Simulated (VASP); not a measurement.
# Ga2O (P6/mmm) in VASP: further runs

The runs below take Ga2O through single point, relaxation of cell and atoms, with PBE.

Everything below comes from runs of VASP 6.6.1. Logs are shortened: lines on timing, memory, paths and dates and some standing lists are left out, and cuts for length are marked.

### 1 The cell of the first run

It takes space group P6/mmm (No. 191, hexagonal). Conventional cell: a = 4.236 Å, b = 4.236 Å, c = 3.060 Å, α = 90.00°, β = 90.00°, γ = 120.00°. Within 3.2 Å of Ga (site symmetry -6m2) lie 5 Ga at 2.45 to 3.06 Å and 6 O at 2.88 Å. Within 3.8 Å of O (site symmetry 6/mmm) lie 12 Ga at 2.88 Å and 2 O at 3.06 Å.

### 2 Single point, PBE

Contents of INCAR:

```
SYSTEM = Ga2O
PREC     = Accurate       ! precision mode
ENCUT    = 520            ! plane-wave cutoff, eV
EDIFF    = 1E-6           ! SCF threshold, eV
ISMEAR   = 0              ! smearing method
SIGMA    = 0.1            ! smearing width, eV
LREAL    = .FALSE.        ! projectors in reciprocal space
LASPH    = .TRUE.         ! aspherical terms in the spheres
NELM     = 100            ! most SCF steps
ALGO     = Normal         ! electronic algorithm
ISIF     = 2              ! what is computed and relaxed
LWAVE    = .FALSE.        ! write WAVECAR
LCHARG   = .TRUE.         ! write CHGCAR
GGA      = PE             ! functional
LELF     = .TRUE.         ! ELF
LVHAR    = .TRUE.       
NBANDS   = 23             ! bands
```

Contents of KPOINTS:

```
regular mesh
0
G
  12 12 16
  0 0 0
```

Contents of POSCAR:

```
Ga2O
1.0
    4.2357997027      0.0000000000      0.0000000000
   -2.1178998514      3.6683101478      0.0000000000
    0.0000000000      0.0000000000      3.0597538524
Ga O
2 1
Direct
    0.6666666667      0.3333333333      0.5000000000
    0.3333333333      0.6666666667      0.5000000000
    0.0000000000      0.0000000000      0.0000000000
```

Potentials or basis: VASP PAW PBE potentials, release 64 (Ga_d, O).

Started as:

```sh
> cat potpaw_PBE.64/Ga_d/POTCAR potpaw_PBE.64/O/POTCAR > POTCAR
> mpirun -np 1 vasp_std > vasp.out
```

OUTCAR:

```text
SYSTEM = Ga2O
   PREC = Accurate
   ENCUT = 520
   EDIFF = 1E-6
   ISMEAR = 0
   LREAL = .FALSE.
   LASPH = .TRUE.
   NELM = 100
   ISIF = 2
   GGA = PE

 ion  position               nearest neighbor table
   1  0.667  0.333  0.500-   2 2.45   2 2.45   2 2.45
   2  0.333  0.667  0.500-   1 2.45   1 2.45   1 2.45
   3  0.000  0.000  0.000-

  LATTYP: Found a hexagonal cell.
 ALAT       =     4.2357997027
 C/A-ratio  =     0.7223556512

  Lattice vectors:

 A1 = (   4.2357997027,   0.0000000000,   0.0000000000)
 A2 = (  -2.1178998514,   3.6683101478,   0.0000000000)
 A3 = (   0.0000000000,   0.0000000000,   3.0597538524)

Analysis of symmetry for initial positions (statically):
=====================================================================
 Subroutine PRICEL returns:
 Original cell was already a primitive cell.

 Routine SETGRP: Setting up the symmetry group for a
 hexagonal supercell.

 Subroutine GETGRP returns: Found 24 space group operations
 (whereof 24 operations were pure point group operations)
 out of a pool of 24 trial point group operations.

The static configuration has the point symmetry D_6h.

Analysis of symmetry for dynamics (positions and initial velocities):
=====================================================================
 Subroutine PRICEL returns:
 Original cell was already a primitive cell.

 Routine SETGRP: Setting up the symmetry group for a
 hexagonal supercell.

 Subroutine GETGRP returns: Found 24 space group operations
 (whereof 24 operations were pure point group operations)
 out of a pool of 24 trial point group operations.

The dynamic configuration has the point symmetry D_6h.

 Subroutine INISYM returns: Found 24 space group operations
 (whereof 24 operations are pure point group operations),
 and found     1 'primitive' translations

----------------------------------------------------------------------------------------

                                     Primitive cell

  volume of cell :      47.5432

  direct lattice vectors                    reciprocal lattice vectors
     4.235799703  0.000000000  0.000000000     0.236082929  0.136302543  0.000000000
    -2.117899851  3.668310148  0.000000000     0.000000000  0.272605085  0.000000000
     0.000000000  0.000000000  3.059753852     0.000000000  0.000000000  0.326823675

  length of vectors
     4.235799703  4.235799703  3.059753852     0.272605085  0.272605085  0.326823675

  position of ions in fractional coordinates (direct lattice)
     0.666666667  0.333333333  0.500000000
     0.333333333  0.666666667  0.500000000
     0.000000000  0.000000000  0.000000000

  ion indices of the primitive-cell ions
   primitive index   ion index
                 1           1
                 2           2
                 3           3

----------------------------------------------------------------------------------------

 KPOINTS: regular mesh

Automatic generation of k-mesh.
 Grid dimensions read from file:
 generate k-points for:   12   12   16

 Generating k-lattice:

  Cartesian coordinates                     Fractional coordinates (reciprocal lattice)
     0.019673577  0.011358545  0.000000000     0.083333333  0.000000000  0.000000000
     0.000000000  0.022717090  0.000000000     0.000000000  0.083333333  0.000000000
     0.000000000  0.000000000  0.020426480     0.000000000  0.000000000  0.062500000

  Length of vectors
     0.022717090  0.022717090  0.020426480

  Shift w.r.t. Gamma in fractional coordinates (k-lattice)
     0.000000000  0.000000000  0.000000000

 Subroutine IBZKPT returns following result:
 ===========================================

 Found    171 irreducible k-points:

 Following reciprocal coordinates:
            Coordinates               Weight
  0.000000  0.000000  0.000000      1.000000
  0.083333 -0.000000  0.000000      6.000000
  0.166667 -0.000000  0.000000      6.000000
  0.250000 -0.000000  0.000000      6.000000
  0.333333 -0.000000  0.000000      6.000000
  0.416667 -0.000000  0.000000      6.000000
[... 16 lines left out ...]
  0.250000 -0.000000  0.062500     12.000000
  0.333333 -0.000000  0.062500     12.000000
 [... further k-points ...]
   k-points           NKPTS =    171   k-points in BZ     NKDIM =    171   number of bands    NBANDS=     23
   number of dos      NEDOS =    301   number of ions     NIONS =      3
   total plane-waves  NPLWV =  24576
   dimension x,y,z NGX =    32 NGY =   32 NGZ =   24
   dimension x,y,z NGXF=    64 NGYF=   64 NGZF=   48
   ions per type =               2   1
   NGX,Y,Z   is equivalent  to a cutoff of  12.56, 12.56, 13.04 a.u.
   NGXF,Y,Z  is equivalent  to a cutoff of  25.12, 25.12, 26.08 a.u.
 SYSTEM =  Ga2O
   PREC   = accura    normal or accurate (medium, high low for compatibility)
   ISTART =      0    job   : 0-new  1-cont  2-samecut
   ICHARG =      2    charge: 1-file 2-atom 10-const
   ISPIN  =      1    spin polarized calculation?
   LNONCOLLINEAR =      F non collinear calculations
   LSORBIT =      F    spin-orbit coupling
   LASPH  =      T    aspherical Exc in radial PAW
   ENCUT  =  520.0 eV  38.22 Ry    6.18 a.u.   7.88  7.88  5.69*2*pi/ulx,y,z
   NELM   =    100;   NELMIN=  2; NELMDL= -5     # of ELM steps
   EDIFF  = 0.1E-05   stopping-criterion for ELM
   LREAL  =      F    real-space projection
   EDIFFG = 0.1E-04   stopping-criterion for IOM
   NSW    =      0    number of steps for IOM
   IBRION =     -1    ionic relax: 0-MD 1-quasi-New 2-CG
   NFREE  =      0    steps in history (QN), initial steepest desc. (CG)
   ISIF   =      2    stress and relaxation
   ISYM   =      2    0-nonsym 1-usesym 2-fastsym
   POTIM  = 0.5000    time-step for ionic-motion
   TEBEG  =    0.0;   TEEND  =   0.0 temperature during run
   PSTRESS=    0.0 pullay stress
   NELECT =      32.0000    total number of electrons
   NUPDOWN=      -1.0000    fix difference up-down
   EMIN   =  10.00;   EMAX   =-10.00  energy-range for DOS
   EFERMI =   0.00;   METHOD = LEGACY
   ISMEAR =     0;   SIGMA  =   0.10  broadening in eV -4-tet -1-fermi 0-gaus
   EFERMI_NEDOS =   21; number of points for ismear=-14 and -15
   IALGO  =     38    algorithm
   IMIX   =      4    mixing-type and parameters
     AMIX     =   0.40;   BMIX     =  1.00
     AMIX_MAG =   1.60;   BMIX_MAG =  1.00
  volume/ion in A,a.u.               =      15.85       106.95
  Fermi-wavevector in a.u.,A,eV,Ry     =   1.434704  2.711197 28.005882  2.058374
  Thomas-Fermi vector in A             =   2.554083
   LORBIT       =      0    0 simple, 1 ext, 2 COOP (PROOUT), +10 PAW based schemes
   GGA     = PE    functional components
   LHFCALC =     F    Hartree Fock is set to
   AEXX    =    0.0000 exact exchange contribution
   IVDW    =     0    specifies the selected vdW correction
   LEPSILON=     F    determine dielectric tensor
   LRPA    =     F    only Hartree local field effects (RPA)
 non-spin polarized calculation
 Gauss-broadening in eV      SIGMA  =   0.10
  energy-cutoff  :      520.00
  volume of cell :       47.54
 maximum number of plane-waves:      1296
 NGX is ok and might be reduce to    32
   NGX = 15   NGY = 15   NGZ = 11

 number of electron      32.0000009 magnetization

 Free energy of the ion-electron system (eV)
  ---------------------------------------------------
  ext. energy  EPLUGINS =         0.00000000
  ---------------------------------------------------
  free energy    TOTEN  =       -10.28072789 eV

  energy without entropy =      -10.27861982  energy(sigma->0) =      -10.27967386

 E-fermi :   4.0554     XC(G=0): -10.8219

 val. band max:        4.0418996632   @ k =   0.0833   0.0833   0.3750
 cond. band min:       4.0720534268   @ k =   0.2500  -0.0000   0.5000
 fundamental gap:      0.0301537636
 Fermi energy:         4.0553828046

 k-point     1 :       0.0000    0.0000    0.0000
  band No.  band energies     occupation
      1     -12.3909      2.00000
      2     -11.1159      2.00000
      3     -10.9603      2.00000
      4     -10.9603      2.00000
      5     -10.8816      2.00000
      6     -10.8816      2.00000
[... 15 lines left out ...]
     22      13.0147      0.00000
     23      17.3269      0.00000

 k-point     2 :       0.0833   -0.0000    0.0000
  band No.  band energies     occupation
      1     -12.3786      2.00000
      2     -11.1166      2.00000
      3     -10.9798      2.00000
      4     -10.9775      2.00000
      5     -10.8833      2.00000
      6     -10.8791      2.00000
[... 15 lines left out ...]
     22      13.2238      0.00000
     23      17.0222      0.00000

 k-point     3 :       0.1667   -0.0000    0.0000
  band No.  band energies     occupation
      1     -12.3456      2.00000
      2     -11.1192      2.00000
      3     -11.0201      2.00000
      4     -11.0093      2.00000
      5     -10.8879      2.00000
      6     -10.8722      2.00000
[... 15 lines left out ...]
     22      13.6829      0.00000
     23      16.2838      0.00000

 k-point     4 :       0.2500   -0.0000    0.0000
  band No.  band energies     occupation
      1     -12.3025      2.00000
      2     -11.1235      2.00000
      3     -11.0609      2.00000
      4     -11.0335      2.00000
      5     -10.8939      2.00000
      6     -10.8617      2.00000
[... 15 lines left out ...]
     22      14.2957      0.00000
     23      15.3988      0.00000

 k-point     5 :       0.3333   -0.0000    0.0000
  band No.  band energies     occupation
      1     -12.2621      2.00000
      2     -11.1247      2.00000
      3     -11.0934      2.00000
      4     -11.0471      2.00000
      5     -10.8997      2.00000
      6     -10.8498      2.00000
[... 434 lines left out ...]
 k-point    22 :       0.1667   -0.0000    0.0625
  band No.  band energies     occupation
      1     -12.3304      2.00000
      2     -11.1150      2.00000
      3     -11.0197      2.00000
      4     -11.0084      2.00000
      5     -10.8915      2.00000
      6     -10.8755      2.00000
[... 15 lines left out ...]
     22      14.4296      0.00000
     23      15.6880      0.00000

 k-point    23 :       0.2500   -0.0000    0.0625
  band No.  band energies     occupation
      1     -12.2888      2.00000
      2     -11.1202      2.00000
      3     -11.0604      2.00000
      4     -11.0318      2.00000
      5     -10.8977      2.00000
      6     -10.8648      2.00000
[... 15 lines left out ...]
     22      14.7687      0.00000
     23      15.0394      0.00000

 k-point    24 :       0.3333   -0.0000    0.0625
  band No.  band energies     occupation
      1     -12.2500      2.00000
      2     -11.1226      2.00000
      3     -11.0929      2.00000
      4     -11.0446      2.00000
      5     -10.9036      2.00000
      6     -10.8521      2.00000
[... 15 lines left out ...]
     22      13.9417      0.00000
     23      15.7774      0.00000

 [... further k-points ...]

------------------------ aborting loop because EDIFF is reached ----------------------------------------

  FORCE on cell =-STRESS in cart. coord.  units (eV):
  Direction    XX          YY          ZZ          XY          YZ          ZX
  --------------------------------------------------------------------------------------
  -------------------------------------------------------------------------------------
  Total        0.0395527      0.0395527     -0.0251625     -0.0000000      0.0000000     -0.0000000
  in kB        1.3329038      1.3329038     -0.8479622     -0.0000000      0.0000000     -0.0000000
  external PRESSURE =       0.6059485 kB  Pullay stress =       0.0000000 kB

 VOLUME and BASIS-vectors are now :
 -----------------------------------------------------------------------------
  energy-cutoff  :      520.00
  volume of cell :       47.54
      direct lattice vectors                 reciprocal lattice vectors
     4.235799703  0.000000000  0.000000000     0.236082929  0.136302543  0.000000000
    -2.117899851  3.668310148  0.000000000     0.000000000  0.272605085  0.000000000
     0.000000000  0.000000000  3.059753852     0.000000000  0.000000000  0.326823675

 POSITION                                       TOTAL-FORCE (eV/Angst)
 -----------------------------------------------------------------------------------
      2.11790      1.22277      1.52988         0.000000      0.000000     -0.000000
     -0.00000      2.44554      1.52988        -0.000000     -0.000000      0.000000
      0.00000      0.00000      0.00000        -0.000000      0.000000      0.000000
 -----------------------------------------------------------------------------------
    total drift:                               -0.000000      0.000000      0.000000

  FREE ENERGIE OF THE ION-ELECTRON SYSTEM (eV)
  ---------------------------------------------------
  free  energy   TOTEN  =       -10.2807278916 eV

  energy  without entropy=      -10.2786198245  energy(sigma->0) =      -10.27967386
```

Run time: 1.9 min. Hardware: 1 thread of Intel Xeon Platinum 8375C at 2.90GHz (Ice Lake), shared host; peak memory 0.28 GiB.

Results:

* Free energy: -10.2807 eV
* Pressure: 0.1 GPa
* Band gap on the k mesh: zero (band 16 reaches 5.13 eV, above the bottom of band 17 at 3.64 eV)

### 3 Relaxation of cell and atoms, PBE

This run uses another cell than the first one, of 15.94 Å³/atom, 1.006 times its volume.

Contents of INCAR:

```
SYSTEM = Ga2O
  ALGO = Normal
  EDIFF = 1E-6
  EDIFFG = -0.01
  ENCUT = 600
  GGA = PE
  IBRION = 2
  ISIF = 3
  ISMEAR = 0
  LASPH = .True.
  LCHARG = .False.
  LREAL = .False.
  LWAVE = .False.
  NELM = 100
  NSW = 100
  PREC = Accurate
  SIGMA = 0.1
```

Contents of KPOINTS:

```
k-points
0
Gamma
  12 12 16
  0 0 0
```

Contents of POSCAR:

```
Ga2O
1.0
    4.2277913757      0.0000000000      0.0000000000
   -2.1138956879      3.6613747333      0.0000000000
    0.0000000000      0.0000000000      3.0888230903
Ga O
2 1
Direct
    0.6666666667      0.3333333333      0.5000000000
    0.3333333333      0.6666666667      0.5000000000
    0.0000000000      0.0000000000      0.0000000000
```

Potentials or basis: VASP PAW PBE potentials, release 64 (Ga_d, O).

Started as:

```sh
> cat potpaw_PBE.64/Ga_d/POTCAR potpaw_PBE.64/O/POTCAR > POTCAR
> mpirun -np 1 vasp_std > vasp.out
```

Wall time 7 min (1 thread of Intel Xeon Platinum 8375C at 2.90GHz (Ice Lake), shared host); peak memory 0.33 GiB.

Results (log left out):

* Free energy: -10.2819 eV
* Relaxed volume: 15.83 Å³/atom
* Relaxed cell: a = 4.238 Å, b = 4.238 Å, c = 3.053 Å, α = 90.00°, β = 90.00°, γ = 120.00°
* Space group after relaxing (to 0.05 Å): P6/mmm (No. 191)
* Energy gained by relaxing: 0.6 meV/atom
* Ionic steps: 5
* Pressure after relaxing: 0.0 GPa
* Band gap on the k mesh: zero (band 16 reaches 5.14 eV, above the bottom of band 17 at 3.65 eV)

Step by step:
| step | energy change (eV) | largest force (eV/Å) | pressure (GPa) | volume (Å³) |
| --- | --- | --- | --- | --- |
| 1 | 0.0000 | 0.0000 | -0.12 | 47.81 |
| 2 | -0.0010 | 0.0000 | -0.15 | 47.73 |
| 3 | -0.0016 | 0.0000 | -0.17 | 47.59 |
| 4 | -0.0017 | 0.0000 | 0.10 | 47.43 |
| 5 | -0.0017 | 0.0000 | -0.02 | 47.48 |

Final structure:
```cif
data_structure
_symmetry_space_group_name_H-M 'P 1'
_symmetry_Int_Tables_number 1
_cell_length_a 4.2379
_cell_length_b 4.2379
_cell_length_c 3.0526
_cell_angle_alpha 90.000
_cell_angle_beta 90.000
_cell_angle_gamma 120.000
_cell_volume 47.48
loop_
_atom_site_label
_atom_site_type_symbol
_atom_site_fract_x
_atom_site_fract_y
_atom_site_fract_z
_atom_site_occupancy
Ga1 Ga 0.66667 0.33333 0.50000 1
Ga2 Ga 0.33333 0.66667 0.50000 1
O1 O 0.00000 0.00000 0.00000 1
```

Levels at points of the mesh, in eV from the Fermi level:
| k point | band 14 | band 15 | band 16 | band 17 | band 18 | band 19 |
| --- | --- | --- | --- | --- | --- | --- |
| (0.00, 0.00, 0.00) | -2.17 | -0.68 | 0.27 | 0.27 | 0.35 | 6.55 |
| (0.50, 0.00, 0.00) | -3.47 | -0.47 | -0.08 | 1.86 | 3.50 | 7.33 |
| (0.00, 0.00, 0.50) | -1.46 | -1.46 | -0.71 | 2.25 | 2.25 | 3.86 |
| (0.50, 0.00, 0.50) | -3.63 | -1.63 | -0.74 | 0.68 | 0.69 | 2.00 |
